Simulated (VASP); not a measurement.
# AlN (I-4m2) in VASP: notebook

Runs on AlN. Level: r2SCAN. Tasks: single point.

Program: VASP 6.6.1. These are calculated values, not measurements. Logs are shortened: lines on timing, memory, paths and dates and some standing lists are left out, and cuts for length are marked.

## 1. The cell of the first run

Symmetry: I-4m2, No. 119, tetragonal system. Conventional cell: a = 2.966 Å, b = 2.966 Å, c = 4.537 Å, α = 90.00°, β = 90.00°, γ = 90.00°. Al (site symmetry -4m2) has 4 N at 1.87 Å within 2.5 Å. Within 2.5 Å of N (site symmetry -4m2) lie 4 Al at 1.87 Å.

## 2. Single point, r2SCAN (epitaxial xy strain -4.0%)

File POSCAR:

```
AlN
1.0
    0.0000000000      2.0974813560      2.2683174736
    2.0974813560      0.0000000000      2.2683174736
    2.0974813560      2.0974813560      0.0000000000
Al N
1 1
Direct
    0.0000000000      0.0000000000      0.0000000000
    0.2500000000      0.2500000000      0.2500000000
```

File INCAR.step1:

```
SYSTEM = AlN
  PREC = Accurate
  ENCUT = 520
  ISMEAR = 0
  SIGMA = 0.01
  LREAL = .FALSE.
  LASPH = .TRUE.
  NELM = 60
  NBANDS = 11
  GGA = PE
  ALGO = Normal
  EDIFF = 1E-4
  LWAVE = .TRUE.
  LCHARG = .FALSE.
```

File INCAR.step2:

```
SYSTEM = AlN
  PREC = Accurate
  ENCUT = 520
  EDIFF = 1E-6
  ISMEAR = 0
  SIGMA = 0.01
  LREAL = .FALSE.
  LASPH = .TRUE.
  NELM = 60
  ALGO = Normal
  ISIF = 2
  LWAVE = .FALSE.
  LCHARG = .FALSE.
  METAGGA = R2SCAN
  LMIXTAU = .TRUE.
  NBANDS = 11
  ISTART = 1
```

File KPOINTS:

```
Automatic mesh
0
G
  10 10 10
  0 0 0
```

Potentials or basis: VASP PAW PBE potentials, release 64 (Al, N).

Run with:

```sh
$ cat potpaw_PBE.64/Al/POTCAR potpaw_PBE.64/N/POTCAR > POTCAR
$ cp INCAR.step1 INCAR
$ mpirun -np 1 vasp_std > vasp.out
$ cp INCAR.step2 INCAR
$ mpirun -np 1 vasp_std > vasp.out
```

OUTCAR:

```text
SYSTEM = AlN
   PREC = Accurate
   ENCUT = 520
   EDIFF = 1E-6
   ISMEAR = 0
   LREAL = .FALSE.
   LASPH = .TRUE.
   NELM = 60
   ISIF = 2
   METAGGA = R2SCAN
   ISTART = 1

 ion  position               nearest neighbor table
   1  0.000  0.000  0.000-   2 1.87   2 1.87   2 1.87   2 1.87
   2  0.250  0.250  0.250-   1 1.87   1 1.87   1 1.87   1 1.87

  LATTYP: Found a body centered tetragonal cell.
 ALAT       =     2.9662865805
 C/A-ratio  =     1.5293987361

  Lattice vectors:

 A1 = (  -2.0974813560,   0.0000000000,   2.2683174736)
 A2 = (   2.0974813560,   0.0000000000,   2.2683174736)
 A3 = (   0.0000000000,   2.0974813560,  -2.2683174736)

Analysis of symmetry for initial positions (statically):
=====================================================================
 Subroutine PRICEL returns:
 Original cell was already a primitive cell.

 Routine SETGRP: Setting up the symmetry group for a
 body centered tetragonal supercell.

 Subroutine GETGRP returns: Found  8 space group operations
 (whereof  8 operations were pure point group operations)
 out of a pool of 16 trial point group operations.

The static configuration has the point symmetry D_2d.

Analysis of symmetry for dynamics (positions and initial velocities):
=====================================================================
 Subroutine PRICEL returns:
 Original cell was already a primitive cell.

 Routine SETGRP: Setting up the symmetry group for a
 body centered tetragonal supercell.

 Subroutine GETGRP returns: Found  8 space group operations
 (whereof  8 operations were pure point group operations)
 out of a pool of 16 trial point group operations.

The dynamic configuration has the point symmetry D_2d.

 Subroutine INISYM returns: Found  8 space group operations
 (whereof  8 operations are pure point group operations),
 and found     1 'primitive' translations

----------------------------------------------------------------------------------------

                                     Primitive cell

  volume of cell :      19.9586

  direct lattice vectors                    reciprocal lattice vectors
     0.000000000  2.097481356  2.268317474    -0.238381142  0.238381142  0.220427698
     2.097481356  0.000000000  2.268317474     0.238381142 -0.238381142  0.220427698
     2.097481356  2.097481356  0.000000000     0.238381142  0.238381142 -0.220427698

  length of vectors
     3.089448527  3.089448527  2.966286580     0.402789657  0.402789657  0.402789657

  position of ions in fractional coordinates (direct lattice)
     0.000000000  0.000000000  0.000000000
     0.250000000  0.250000000  0.250000000

  ion indices of the primitive-cell ions
   primitive index   ion index
                 1           1
                 2           2

----------------------------------------------------------------------------------------

 KPOINTS: Automatic mesh

Automatic generation of k-mesh.
 Grid dimensions read from file:
 generate k-points for:   10   10   10

 Generating k-lattice:

  Cartesian coordinates                     Fractional coordinates (reciprocal lattice)
    -0.023838114  0.023838114  0.022042770     0.100000000 -0.000000000  0.000000000
     0.023838114 -0.023838114  0.022042770    -0.000000000  0.100000000  0.000000000
     0.023838114  0.023838114 -0.022042770     0.000000000  0.000000000  0.100000000

  Length of vectors
     0.040278966  0.040278966  0.040278966

  Shift w.r.t. Gamma in fractional coordinates (k-lattice)
     0.000000000  0.000000000  0.000000000

 Subroutine IBZKPT returns following result:
 ===========================================

 Found    102 irreducible k-points:

 Following reciprocal coordinates:
            Coordinates               Weight
  0.000000  0.000000  0.000000      1.000000
  0.100000  0.000000  0.000000      8.000000
  0.200000  0.000000  0.000000      8.000000
  0.300000 -0.000000  0.000000      8.000000
  0.400000  0.000000  0.000000      8.000000
  0.500000  0.000000  0.000000      4.000000
[... 16 lines left out ...]
  0.300000  0.300000  0.000000      2.000000
  0.400000  0.300000  0.000000      8.000000
 [... further k-points ...]
   k-points           NKPTS =    102   k-points in BZ     NKDIM =    102   number of bands    NBANDS=     11
   number of dos      NEDOS =    301   number of ions     NIONS =      2
   total plane-waves  NPLWV =  13824
   dimension x,y,z NGX =    24 NGY =   24 NGZ =   24
   dimension x,y,z NGXF=    48 NGYF=   48 NGZF=   48
   ions per type =               1   1
   NGX,Y,Z   is equivalent  to a cutoff of  12.91, 12.91, 13.45 a.u.
   NGXF,Y,Z  is equivalent  to a cutoff of  25.83, 25.83, 26.90 a.u.
 SYSTEM =  AlN
   PREC   = accura    normal or accurate (medium, high low for compatibility)
   ISTART =      1    job   : 0-new  1-cont  2-samecut
   ICHARG =      0    charge: 1-file 2-atom 10-const
   ISPIN  =      1    spin polarized calculation?
   LNONCOLLINEAR =      F non collinear calculations
   LSORBIT =      F    spin-orbit coupling
   LASPH  =      T    aspherical Exc in radial PAW
   ENCUT  =  520.0 eV  38.22 Ry    6.18 a.u.   5.74  5.74  5.52*2*pi/ulx,y,z
   NELM   =     60;   NELMIN=  2; NELMDL=  0     # of ELM steps
   EDIFF  = 0.1E-05   stopping-criterion for ELM
   LREAL  =      F    real-space projection
   EDIFFG = 0.1E-04   stopping-criterion for IOM
   NSW    =      0    number of steps for IOM
   IBRION =     -1    ionic relax: 0-MD 1-quasi-New 2-CG
   NFREE  =      0    steps in history (QN), initial steepest desc. (CG)
   ISIF   =      2    stress and relaxation
   ISYM   =      2    0-nonsym 1-usesym 2-fastsym
   POTIM  = 0.5000    time-step for ionic-motion
   TEBEG  =    0.0;   TEEND  =   0.0 temperature during run
   PSTRESS=    0.0 pullay stress
   NELECT =       8.0000    total number of electrons
   NUPDOWN=      -1.0000    fix difference up-down
   EMIN   =  10.00;   EMAX   =-10.00  energy-range for DOS
   EFERMI =   0.00;   METHOD = LEGACY
   ISMEAR =     0;   SIGMA  =   0.01  broadening in eV -4-tet -1-fermi 0-gaus
   EFERMI_NEDOS =   21; number of points for ismear=-14 and -15
   IALGO  =     38    algorithm
   IMIX   =      4    mixing-type and parameters
     AMIX     =   0.40;   BMIX     =  1.00
     AMIX_MAG =   1.60;   BMIX_MAG =  1.00
  volume/ion in A,a.u.               =       9.98        67.34
  Fermi-wavevector in a.u.,A,eV,Ry     =   1.207058  2.281009 19.823539  1.456989
  Thomas-Fermi vector in A             =   2.342707
   LORBIT       =      0    0 simple, 1 ext, 2 COOP (PROOUT), +10 PAW based schemes
   METAGGA = R2SCAN    functional components
   LHFCALC =     F    Hartree Fock is set to
   AEXX    =    0.0000 exact exchange contribution
   IVDW    =     0    specifies the selected vdW correction
   LEPSILON=     F    determine dielectric tensor
   LRPA    =     F    only Hartree local field effects (RPA)
 non-spin polarized calculation
 Gauss-broadening in eV      SIGMA  =   0.01
  energy-cutoff  :      520.00
  volume of cell :       19.96
 maximum number of plane-waves:       549
   NGX = 11   NGY = 11   NGZ = 11

 number of electron       7.9999999 magnetization

 Free energy of the ion-electron system (eV)
  ---------------------------------------------------
  ext. energy  EPLUGINS =         0.00000000
  ---------------------------------------------------
  free energy    TOTEN  =       -19.11017580 eV

  energy without entropy =      -19.11017580  energy(sigma->0) =      -19.11017580

 E-fermi :   6.3912     XC(G=0): -11.6198

 val. band max:        6.3052742155   @ k =  -0.1000   0.1000   0.0000
 cond. band min:       9.9898887613   @ k =   0.5000   0.0000   0.5000
 fundamental gap:      3.6846145457
 Fermi energy:         6.3911712168

 k-point     1 :       0.0000    0.0000    0.0000
  band No.  band energies     occupation
      1      -9.8803      2.00000
      2       5.8662      2.00000
      3       6.2640      2.00000
      4       6.2640      2.00000
      5      11.3866      0.00000
      6      20.0757      0.00000
      7      20.0757      0.00000
      8      20.1473      0.00000
      9      23.3731      0.00000
     10      24.9187      0.00000
     11      26.3887      0.00000

 k-point     2 :       0.1000    0.0000    0.0000
  band No.  band energies     occupation
      1      -9.7250      2.00000
      2       5.2888      2.00000
      3       5.9528      2.00000
      4       6.2357      2.00000
      5      12.0410      0.00000
      6      19.5115      0.00000
      7      20.2765      0.00000
      8      20.2970      0.00000
      9      22.4903      0.00000
     10      24.8320      0.00000
     11      26.1125      0.00000

 k-point     3 :       0.2000    0.0000    0.0000
  band No.  band energies     occupation
      1      -9.2840      2.00000
      2       3.6582      2.00000
      3       5.7198      2.00000
      4       6.1654      2.00000
      5      13.2010      0.00000
      6      18.4321      0.00000
      7      19.9363      0.00000
      8      20.4984      0.00000
      9      22.8188      0.00000
     10      23.7646      0.00000
     11      25.5606      0.00000

 k-point     4 :       0.3000   -0.0000    0.0000
  band No.  band energies     occupation
      1      -8.6459      2.00000
      2       1.9283      2.00000
      3       5.4870      2.00000
      4       6.0855      2.00000
      5      14.0431      0.00000
      6      17.5515      0.00000
      7      19.1785      0.00000
      8      20.0017      0.00000
      9      24.1816      0.00000
     10      24.4949      0.00000
     11      25.6952      0.00000

 k-point     5 :       0.4000    0.0000    0.0000
  band No.  band energies     occupation
      1      -8.0117      2.00000
      2       0.5744      2.00000
      3       5.3132      2.00000
      4       6.0262      2.00000
      5      14.3665      0.00000
      6      17.2204      0.00000
      7      18.4301      0.00000
      8      19.3735      0.00000
      9      25.2984      0.00000
     10      26.3356      0.00000
     11      27.3278      0.00000
[... 211 lines left out ...]
 k-point    21 :      -0.3000    0.2000    0.0000
  band No.  band energies     occupation
      1      -7.8113      2.00000
      2       1.2103      2.00000
      3       3.5138      2.00000
      4       5.9834      2.00000
      5      15.1893      0.00000
      6      16.8429      0.00000
      7      18.6087      0.00000
      8      20.2124      0.00000
      9      24.0502      0.00000
     10      27.0192      0.00000
     11      28.3813      0.00000

 k-point    22 :      -0.2000    0.2000    0.0000
  band No.  band energies     occupation
      1      -8.3844      2.00000
      2       2.0800      2.00000
      3       4.0965      2.00000
      4       6.1987      2.00000
      5      14.8227      0.00000
      6      17.9031      0.00000
      7      18.1617      0.00000
      8      20.4827      0.00000
      9      22.5090      0.00000
     10      26.7190      0.00000
     11      27.2585      0.00000

 k-point    23 :       0.3000    0.3000    0.0000
  band No.  band energies     occupation
      1      -8.4071      2.00000
      2       2.1888      2.00000
      3       5.2049      2.00000
      4       5.2049      2.00000
      5      12.2023      0.00000
      6      17.6071      0.00000
      7      18.5146      0.00000
      8      22.6054      0.00000
      9      22.6054      0.00000
     10      29.0001      0.00000
     11      31.7067      0.00000

 k-point    24 :       0.4000    0.3000    0.0000
  band No.  band energies     occupation
      1      -7.9472      2.00000
      2       1.5242      2.00000
      3       4.6125      2.00000
      4       5.0752      2.00000
      5      11.9201      0.00000
      6      17.5213      0.00000
      7      19.0903      0.00000
      8      22.7834      0.00000
      9      23.2361      0.00000
     10      29.7179      0.00000
     11      31.5236      0.00000

 [... further k-points ...]

------------------------ aborting loop because EDIFF is reached ----------------------------------------

  FORCE on cell =-STRESS in cart. coord.  units (eV):
  Direction    XX          YY          ZZ          XY          YZ          ZX
  --------------------------------------------------------------------------------------
  -------------------------------------------------------------------------------------
  Total        1.7474950      1.7474950     -0.0442531      0.0000000      0.0000000      0.0000000
  in kB      140.2802312    140.2802312     -3.5524176      0.0000000      0.0000000      0.0000000
  external PRESSURE =      92.3360149 kB  Pullay stress =       0.0000000 kB

 VOLUME and BASIS-vectors are now :
 -----------------------------------------------------------------------------
  energy-cutoff  :      520.00
  volume of cell :       19.96
      direct lattice vectors                 reciprocal lattice vectors
     0.000000000  2.097481356  2.268317474    -0.238381142  0.238381142  0.220427698
     2.097481356  0.000000000  2.268317474     0.238381142 -0.238381142  0.220427698
     2.097481356  2.097481356  0.000000000     0.238381142  0.238381142 -0.220427698

 POSITION                                       TOTAL-FORCE (eV/Angst)
 -----------------------------------------------------------------------------------
      0.00000      0.00000      0.00000         0.000000      0.000000      0.000000
      1.04874      1.04874      1.13416        -0.000000     -0.000000     -0.000000
 -----------------------------------------------------------------------------------
    total drift:                                0.000001      0.000001     -0.000000

  FREE ENERGIE OF THE ION-ELECTRON SYSTEM (eV)
  ---------------------------------------------------
  free  energy   TOTEN  =       -19.1101757986 eV

  energy  without entropy=      -19.1101757986  energy(sigma->0) =      -19.11017580
```

Run time: 24 s. Hardware: 1 thread of Intel Xeon 6975P-C (Granite Rapids), shared host; peak memory 0.15 GiB.

Results:

| Property | Result |
| --- | --- |
| Free energy | -19.1102 eV |
| Pressure | 9.2 GPa |
| Band gap on the k mesh | 3.68 eV (least direct gap 5.12 eV) |

Stress tensor (GPa, compression positive):
```
14.03  0.00  0.00
 0.00 14.03  0.00
 0.00  0.00 -0.36
```

Caveat: the cell differs from its parent crystal (epitaxial xy strain -4.0%); the cell stands under pressure; the PAW data sets were made with another functional, which shifts forces and pressure a little. A k mesh can miss the band edges.

## 3. Single point, r2SCAN (epitaxial xy strain -3.0%)

File POSCAR:

```
AlN
1.0
    0.0000000000      2.1193301201      2.2489384552
    2.1193301201      0.0000000000      2.2489384552
    2.1193301201      2.1193301201      0.0000000000
Al N
1 1
Direct
    0.0000000000      0.0000000000      0.0000000000
    0.2500000000      0.2500000000      0.2500000000
```

File INCAR.step1:

```
SYSTEM = AlN
PREC = Accurate
ENCUT = 520
ISMEAR = 0
SIGMA = 0.01
LREAL = .False.
LASPH = .True.
NELM = 100
NBANDS = 11
GGA = PE
ALGO = Normal
EDIFF = 1E-4
LWAVE = .True.
LCHARG = .False.
```

File INCAR.step2:

```
SYSTEM = AlN
PREC = Accurate
ENCUT = 520
EDIFF = 1E-6
ISMEAR = 0
SIGMA = 0.01
LREAL = .False.
LASPH = .True.
NELM = 100
ALGO = Normal
ISIF = 2
LWAVE = .False.
LCHARG = .False.
METAGGA = R2SCAN
LMIXTAU = .True.
NBANDS = 11
ISTART = 1
```

File KPOINTS:

```
Automatic mesh
0
Gamma
  10 10 10
  0 0 0
```

Potentials or basis: VASP PAW PBE potentials, release 64 (Al, N).

Run with:

```sh
$ cat potpaw_PBE.64/Al/POTCAR potpaw_PBE.64/N/POTCAR > POTCAR
$ cp INCAR.step1 INCAR
$ mpirun -np 1 vasp_std > vasp.out
$ cp INCAR.step2 INCAR
$ mpirun -np 1 vasp_std > vasp.out
```

OUTCAR:

```text
SYSTEM = AlN
   PREC = Accurate
   ENCUT = 520
   EDIFF = 1E-6
   ISMEAR = 0
   LREAL = .False.
   LASPH = .True.
   NELM = 100
   ISIF = 2
   METAGGA = R2SCAN
   ISTART = 1

 ion  position               nearest neighbor table
   1  0.000  0.000  0.000-   2 1.87   2 1.87   2 1.87   2 1.87
   2  0.250  0.250  0.250-   1 1.87   1 1.87   1 1.87   1 1.87

  LATTYP: Found a body centered tetragonal cell.
 ALAT       =     2.9971853990
 C/A-ratio  =     1.5007002610

  Lattice vectors:

[... 524 lines left out ...]

  FORCE on cell =-STRESS in cart. coord.  units (eV):
  Direction    XX          YY          ZZ          XY          YZ          ZX
  --------------------------------------------------------------------------------------
  -------------------------------------------------------------------------------------
  Total        1.2532616      1.2532616     -0.0474487      0.0000000      0.0000000     -0.0000000
  in kB       99.3911068     99.3911068     -3.7629659      0.0000000      0.0000000     -0.0000000
  external PRESSURE =      65.0064159 kB  Pullay stress =       0.0000000 kB

 VOLUME and BASIS-vectors are now :
 -----------------------------------------------------------------------------
  energy-cutoff  :      520.00
  volume of cell :       20.20
      direct lattice vectors                 reciprocal lattice vectors
     0.000000000  2.119330120  2.248938455    -0.235923604  0.235923604  0.222327116
     2.119330120  0.000000000  2.248938455     0.235923604 -0.235923604  0.222327116
     2.119330120  2.119330120  0.000000000     0.235923604  0.235923604 -0.222327116

 POSITION                                       TOTAL-FORCE (eV/Angst)
 -----------------------------------------------------------------------------------
      0.00000      0.00000      0.00000         0.000000      0.000000     -0.000000
      1.05967      1.05967      1.12447         0.000000      0.000000      0.000000
 -----------------------------------------------------------------------------------
    total drift:                                0.000000      0.000000     -0.000003

  FREE ENERGIE OF THE ION-ELECTRON SYSTEM (eV)
  ---------------------------------------------------
  free  energy   TOTEN  =       -19.1419724386 eV

  energy  without entropy=      -19.1419724386  energy(sigma->0) =      -19.14197244
```

It took 24 s on 1 thread of Intel Xeon 6975P-C (Granite Rapids), shared host; peak memory 0.15 GiB.

What came out:

| Property | Result |
| --- | --- |
| Free energy | -19.1420 eV |
| Pressure | 6.5 GPa |
| Band gap on the k mesh | 3.75 eV (least direct gap 5.06 eV) |

Caveat: the cell differs from its parent crystal (epitaxial xy strain -3.0%); the cell stands under pressure; the PAW data sets were made with another functional, which shifts forces and pressure a little. A k mesh can miss the band edges.

(Continued in part 2 of 2.)
